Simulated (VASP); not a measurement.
# BN (Cm) in VASP: single point with PBE

Aim: the single point of BN with PBE.

All numbers are computed with VASP 6.6.1; they aren't measurements. Logs are shortened: lines on timing, memory, paths and dates and some standing lists are left out, and cuts for length are marked.

### 1 The cell of the first run

The structure is monoclinic, space group Cm (No. 8). Conventional cell: a = 13.106 Å, b = 2.512 Å, c = 4.399 Å, α = 90.00°, β = 90.56°, γ = 90.00°. B (site symmetry m) has 3 N at 1.43 to 1.54 Å within 1.9 Å. B (site symmetry m) has 3 N at 1.44 to 1.48 Å within 1.9 Å. Within 1.9 Å of B (site symmetry m) lie 3 N at 1.44 to 1.52 Å. B (site symmetry m) has 4 N at 1.53 to 1.57 Å within 2.0 Å. Within 2.0 Å of N (site symmetry m) lie 4 B at 1.52 to 1.57 Å. N (site symmetry m) has 3 B at 1.43 to 1.56 Å within 1.9 Å. N (site symmetry m) has 3 B at 1.44 to 1.53 Å within 1.9 Å. N (site symmetry m) has 3 B at 1.44 to 1.48 Å within 1.9 Å.

### 2 Single point, PBE

INCAR

```
SYSTEM = BN
PREC = Accurate
ENCUT = 520
EDIFF = 1E-6
ISMEAR = 0
SIGMA = 0.02
LREAL = .FALSE.
LASPH = .TRUE.
NELM = 80
ALGO = Normal
ISIF = 2
LWAVE = .FALSE.
LCHARG = .FALSE.
GGA = PE
NBANDS = 26
```

KPOINTS

```
Automatic mesh
0
G
  12 12 6
  0 0 0
```

POSCAR

```
BN
1.0
    6.5530696062     -1.2557514366     -0.0025829304
    6.5530696062      1.2557514366     -0.0025829304
   -0.0415606098      0.0000000000      4.3990327003
B N
4 4
Direct
    0.0000607317      0.0000607317      0.9988096830
    0.2000237023      0.2000237023      0.4279473356
    0.8657683533      0.8657683533      0.3802261976
    0.5315336212      0.5315336212      0.4983805816
    0.9807927763      0.9807927763      0.3430075610
    0.5061113525      0.5061113525      0.8430994091
    0.6468997612      0.6468997612      0.4443189123
    0.3123077016      0.3123077016      0.3927103198
```

Potentials or basis: VASP PAW PBE potentials, release 64 (B, N).

Run with:

```
> cat potpaw_PBE.64/B/POTCAR potpaw_PBE.64/N/POTCAR > POTCAR
> mpirun -np 1 vasp_std > vasp.out
```

OUTCAR:

```text
SYSTEM = BN
   PREC = Accurate
   ENCUT = 520
   EDIFF = 1E-6
   ISMEAR = 0
   LREAL = .FALSE.
   LASPH = .TRUE.
   NELM = 80
   ISIF = 2
   GGA = PE

 ion  position               nearest neighbor table
   1  0.000  0.000  0.999-   6 1.43   6 1.43   5 1.54
   2  0.200  0.200  0.428-   7 1.44   7 1.44   8 1.48
   3  0.866  0.866  0.380-   8 1.44   8 1.44   5 1.52
   4  0.532  0.532  0.498-   7 1.53   6 1.56   5 1.57   5 1.57
   5  0.981  0.981  0.343-   3 1.52   1 1.54   4 1.57   4 1.57
   6  0.506  0.506  0.843-   1 1.43   1 1.43   4 1.56
   7  0.647  0.647  0.444-   2 1.44   2 1.44   4 1.53
   8  0.312  0.312  0.393-   3 1.44   3 1.44   2 1.48

  LATTYP: Found a base centered monoclinic cell.
 ALAT       =    13.1061402305
 B/A-ratio  =     0.1916279567
 C/A-ratio  =     0.3356616780
 COS(beta)  =    -0.0098413860

  Lattice vectors:

 A1 = (   6.5530696062,  -1.2557514366,  -0.0025829304)
 A2 = (   6.5530696062,   1.2557514366,  -0.0025829304)
 A3 = (  -0.0415606098,   0.0000000000,   4.3990327003)

Analysis of symmetry for initial positions (statically):
=====================================================================
 Subroutine PRICEL returns:
 Original cell was already a primitive cell.

 Routine SETGRP: Setting up the symmetry group for a
 base centered monoclinic supercell.

 Subroutine GETGRP returns: Found  2 space group operations
 (whereof  2 operations were pure point group operations)
 out of a pool of  4 trial point group operations.

The static configuration has the point symmetry C_1h.

Analysis of symmetry for dynamics (positions and initial velocities):
=====================================================================
 Subroutine PRICEL returns:
 Original cell was already a primitive cell.

 Routine SETGRP: Setting up the symmetry group for a
 base centered monoclinic supercell.

 Subroutine GETGRP returns: Found  2 space group operations
 (whereof  2 operations were pure point group operations)
 out of a pool of  4 trial point group operations.

The dynamic configuration has the point symmetry C_1h.

 Subroutine INISYM returns: Found  2 space group operations
 (whereof  2 operations are pure point group operations),
 and found     1 'primitive' translations

----------------------------------------------------------------------------------------

                                     Primitive cell

  volume of cell :      72.3992

  direct lattice vectors                    reciprocal lattice vectors
     6.553069606 -1.255751437 -0.002582930     0.076300405 -0.398167970  0.000720861
     6.553069606  1.255751437 -0.002582930     0.076300405  0.398167970  0.000720861
    -0.041560610  0.000000000  4.399032700     0.000089601  0.000000000  0.227323549

  length of vectors
     6.672303920  6.672303920  4.399229021     0.405413374  0.405413374  0.227323566

  position of ions in fractional coordinates (direct lattice)
     0.000060732  0.000060732  0.998809683
     0.200023702  0.200023702  0.427947336
     0.865768353  0.865768353  0.380226198
     0.531533621  0.531533621  0.498380582
     0.980792776  0.980792776  0.343007561
     0.506111352  0.506111352  0.843099409
     0.646899761  0.646899761  0.444318912
     0.312307702  0.312307702  0.392710320

  ion indices of the primitive-cell ions
   primitive index   ion index
                 1           1
                 2           2
                 3           3
                 4           4
                 5           5
                 6           6
                 7           7
                 8           8

----------------------------------------------------------------------------------------

 KPOINTS: Automatic mesh

Automatic generation of k-mesh.
 Grid dimensions read from file:
 generate k-points for:   12   12    6

 Generating k-lattice:

  Cartesian coordinates                     Fractional coordinates (reciprocal lattice)
     0.006358367 -0.033180664  0.000060072     0.083333333  0.000000000  0.000000000
     0.006358367  0.033180664  0.000060072     0.000000000  0.083333333  0.000000000
     0.000014933  0.000000000  0.037887258    -0.000000000 -0.000000000  0.166666667

  Length of vectors
     0.033784448  0.033784448  0.037887261

  Shift w.r.t. Gamma in fractional coordinates (k-lattice)
     0.000000000  0.000000000  0.000000000

 Subroutine IBZKPT returns following result:
 ===========================================

 Found    242 irreducible k-points:

 Following reciprocal coordinates:
            Coordinates               Weight
  0.000000  0.000000  0.000000      1.000000
  0.083333 -0.000000 -0.000000      4.000000
  0.166667 -0.000000 -0.000000      4.000000
  0.250000 -0.000000 -0.000000      4.000000
  0.333333 -0.000000 -0.000000      4.000000
  0.416667  0.000000  0.000000      4.000000
[... 16 lines left out ...]
  0.500000  0.166667 -0.000000      4.000000
 -0.416667  0.166667  0.000000      4.000000
 [... further k-points ...]
   k-points           NKPTS =    242   k-points in BZ     NKDIM =    242   number of bands    NBANDS=     26
   number of dos      NEDOS =    301   number of ions     NIONS =      8
   total plane-waves  NPLWV =  90000
   dimension x,y,z NGX =    50 NGY =   50 NGZ =   36
   dimension x,y,z NGXF=   100 NGYF=  100 NGZF=   72
   ions per type =               4   4
   NGX,Y,Z   is equivalent  to a cutoff of  12.46, 12.46, 13.60 a.u.
   NGXF,Y,Z  is equivalent  to a cutoff of  24.92, 24.92, 27.21 a.u.
 SYSTEM =  BN
   PREC   = accura    normal or accurate (medium, high low for compatibility)
   ISTART =      0    job   : 0-new  1-cont  2-samecut
   ICHARG =      2    charge: 1-file 2-atom 10-const
   ISPIN  =      1    spin polarized calculation?
   LNONCOLLINEAR =      F non collinear calculations
   LSORBIT =      F    spin-orbit coupling
   LASPH  =      T    aspherical Exc in radial PAW
   ENCUT  =  520.0 eV  38.22 Ry    6.18 a.u.  12.41 12.41  8.18*2*pi/ulx,y,z
   NELM   =     80;   NELMIN=  2; NELMDL= -5     # of ELM steps
   EDIFF  = 0.1E-05   stopping-criterion for ELM
   LREAL  =      F    real-space projection
   EDIFFG = 0.1E-04   stopping-criterion for IOM
   NSW    =      0    number of steps for IOM
   IBRION =     -1    ionic relax: 0-MD 1-quasi-New 2-CG
   NFREE  =      0    steps in history (QN), initial steepest desc. (CG)
   ISIF   =      2    stress and relaxation
   ISYM   =      2    0-nonsym 1-usesym 2-fastsym
   POTIM  = 0.5000    time-step for ionic-motion
   TEBEG  =    0.0;   TEEND  =   0.0 temperature during run
   PSTRESS=    0.0 pullay stress
   NELECT =      32.0000    total number of electrons
   NUPDOWN=      -1.0000    fix difference up-down
   EMIN   =  10.00;   EMAX   =-10.00  energy-range for DOS
   EFERMI =   0.00;   METHOD = LEGACY
   ISMEAR =     0;   SIGMA  =   0.02  broadening in eV -4-tet -1-fermi 0-gaus
   EFERMI_NEDOS =   21; number of points for ismear=-14 and -15
   IALGO  =     38    algorithm
   IMIX   =      4    mixing-type and parameters
     AMIX     =   0.40;   BMIX     =  1.00
     AMIX_MAG =   1.60;   BMIX_MAG =  1.00
  volume/ion in A,a.u.               =       9.05        61.07
  Fermi-wavevector in a.u.,A,eV,Ry     =   1.247039  2.356563 21.158516  1.555107
  Thomas-Fermi vector in A             =   2.381190
   LORBIT       =      0    0 simple, 1 ext, 2 COOP (PROOUT), +10 PAW based schemes
   GGA     = PE    functional components
   LHFCALC =     F    Hartree Fock is set to
   AEXX    =    0.0000 exact exchange contribution
   IVDW    =     0    specifies the selected vdW correction
   LEPSILON=     F    determine dielectric tensor
   LRPA    =     F    only Hartree local field effects (RPA)
 non-spin polarized calculation
 Gauss-broadening in eV      SIGMA  =   0.02
  energy-cutoff  :      520.00
  volume of cell :       72.40
 maximum number of plane-waves:      1973
 NGX is ok and might be reduce to    50
   NGX = 25   NGY = 25   NGZ = 17

 number of electron      32.0000002 magnetization

 Free energy of the ion-electron system (eV)
  ---------------------------------------------------
  ext. energy  EPLUGINS =         0.00000000
  ---------------------------------------------------
  free energy    TOTEN  =       -69.31122447 eV

  energy without entropy =      -69.31122447  energy(sigma->0) =      -69.31122447

 E-fermi :   3.3033     XC(G=0):  -9.8959

 val. band max:        3.1810177362   @ k =   0.5000   0.0000   0.5000
 cond. band min:       4.7561224504   @ k =   0.5000   0.0000   0.5000
 fundamental gap:      1.5751047142
 Fermi energy:         3.3032599643

 k-point     1 :       0.0000    0.0000    0.0000
  band No.  band energies     occupation
      1     -16.1321      2.00000
      2     -14.1792      2.00000
      3     -13.0921      2.00000
      4     -12.3831      2.00000
      5      -6.7056      2.00000
      6      -4.9069      2.00000
[... 18 lines left out ...]
     25      13.4609      0.00000
     26      13.7897      0.00000

 k-point     2 :       0.0833   -0.0000   -0.0000
  band No.  band energies     occupation
      1     -16.0233      2.00000
      2     -14.1007      2.00000
      3     -12.9975      2.00000
      4     -12.3146      2.00000
      5      -6.6071      2.00000
      6      -4.9313      2.00000
[... 18 lines left out ...]
     25      13.4199      0.00000
     26      14.1473      0.00000

 k-point     3 :       0.1667   -0.0000   -0.0000
  band No.  band energies     occupation
      1     -15.7011      2.00000
      2     -13.8688      2.00000
      3     -12.7302      2.00000
      4     -12.1283      2.00000
      5      -6.3185      2.00000
      6      -4.9680      2.00000
[... 572 lines left out ...]
 k-point    23 :       0.5000    0.1667   -0.0000
  band No.  band energies     occupation
      1     -14.4349      2.00000
      2     -13.2186      2.00000
      3     -11.8863      2.00000
      4     -11.6644      2.00000
      5      -5.7709      2.00000
      6      -5.2457      2.00000
[... 18 lines left out ...]
     25      15.0264      0.00000
     26      15.8043      0.00000

 k-point    24 :      -0.4167    0.1667    0.0000
  band No.  band energies     occupation
      1     -13.6489      2.00000
      2     -12.6986      2.00000
      3     -12.1119      2.00000
      4     -11.4490      2.00000
      5      -5.9748      2.00000
      6      -5.7946      2.00000
[... 18 lines left out ...]
     25      14.6739      0.00000
     26      15.3619      0.00000

 [... further k-points ...]
[... 5 lines left out ...]
  --------------------------------------------------------------------------------------
  -------------------------------------------------------------------------------------
  Total        0.0389344      0.0780009     -0.0082593      0.0000000      0.0000000     -0.0144950
  in kB        0.8616077      1.7261411     -0.1827769      0.0000000      0.0000000     -0.3207699
  external PRESSURE =       0.8016573 kB  Pullay stress =       0.0000000 kB

 VOLUME and BASIS-vectors are now :
 -----------------------------------------------------------------------------
  energy-cutoff  :      520.00
  volume of cell :       72.40
      direct lattice vectors                 reciprocal lattice vectors
     6.553069606 -1.255751437 -0.002582930     0.076300405 -0.398167970  0.000720861
     6.553069606  1.255751437 -0.002582930     0.076300405  0.398167970  0.000720861
    -0.041560610  0.000000000  4.399032700     0.000089601  0.000000000  0.227323549

 POSITION                                       TOTAL-FORCE (eV/Angst)
 -----------------------------------------------------------------------------------
     -0.04072      0.00000      4.39380         0.000570      0.000000     -0.003195
      2.60375      0.00000      1.88152         0.000132      0.000000      0.001137
     11.33108      0.00000      1.66816        -0.006295      0.000000      0.000361
      6.94564      0.00000      2.18965        -0.000211      0.000000      0.000979
     12.84015      0.00000      1.50383         0.003063      0.000000      0.001475
      6.59813      0.00000      3.70621         0.000492      0.000000      0.000251
      8.45989      0.00000      1.95123         0.002705      0.000000     -0.001419
      4.07683      0.00000      1.72593        -0.000456      0.000000      0.000411
 -----------------------------------------------------------------------------------
    total drift:                                0.000923      0.000000     -0.000062

  FREE ENERGIE OF THE ION-ELECTRON SYSTEM (eV)
  ---------------------------------------------------
  free  energy   TOTEN  =       -69.3112244709 eV

  energy  without entropy=      -69.3112244709  energy(sigma->0) =      -69.31122447
```

Run time: 11 min. Hardware: 1 thread of Intel Xeon Platinum 8488C (Sapphire Rapids), shared host; peak memory 0.51 GiB.

What came out:

```
Free energy            : -69.3112 eV
Pressure               : 0.1 GPa
Largest force          : 0.006 eV/Å
Band gap on the k mesh : 1.58 eV, direct
```

Forces on the atoms (eV/Å):
```
B    0.001  0.000 -0.003
B    0.000  0.000  0.001
B   -0.006  0.000  0.000
B    0.000  0.000  0.001
N    0.003  0.000  0.001
N    0.000  0.000  0.000
N    0.003  0.000 -0.001
N    0.000  0.000  0.000
```

Levels at points of the mesh, in eV from the valence-band top:
```tsv
k point	band 13	band 14	band 15	band 16	band 17	band 18	band 19	band 20
(0.00, 0.00, 0.00)	-3.15	-1.76	-1.37	-1.36	4.03	5.42	6.49	8.11
(0.50, 0.00, 0.00)	-4.54	-1.85	-0.93	-0.37	2.82	3.82	4.72	8.22
(0.50, 0.50, 0.00)	-3.06	-2.51	-1.85	-1.59	4.49	5.11	5.96	8.21
(0.00, 0.00, 0.50)	-3.66	-2.03	-1.84	-1.58	5.07	6.52	7.00	8.51
(0.50, 0.00, 0.50)	-4.31	-2.18	-1.35	0.00	1.58	3.88	5.21	7.43
(0.50, 0.50, 0.50)	-3.08	-2.94	-2.52	-2.29	5.22	6.16	7.47	8.44
```
